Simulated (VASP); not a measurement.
**AlNi: single point with PBE**

Crystal: AlNi.

```
Al Ni
1.0
     2.88100    0.00000    0.00000
     0.00000    2.88100    0.00000
     0.00000    0.00000    2.88100
Al Ni
1 1
Direct
  0.00000 0.00000 0.00000
  0.50000 0.50000 0.50000
```

```json
{
 "Program": "VASP 6.6.1",
 "Task": "single point",
 "Functional": "PBE",
 "Potentials or basis": "VASP PAW PBE potentials, release 64 (Al, Ni)",
 "Cutoff": "520 eV",
 "k mesh": "13 × 13 × 13",
 "Occupations": "fermi-dirac, width 0.05 eV",
 "Spin": "no spin polarisation"
}
```

```
Pressure : 2.0 GPa
```

Levels at points of the mesh, in eV from the Fermi level:
```tsv
k point	band 3	band 4	band 5	band 6	band 7	band 8	band 9	band 10
(0.00, 0.00, 0.00)	-3.21	-1.52	-1.52	-1.52	5.52	5.52	5.52	8.14
```

It took 10 s on 1 thread of AMD EPYC 9R45 (Zen 5), on a shared host, peak memory 0.12 GiB.

Spin polarisation is off, so any magnetic state and its effect on volume and gap are missing.
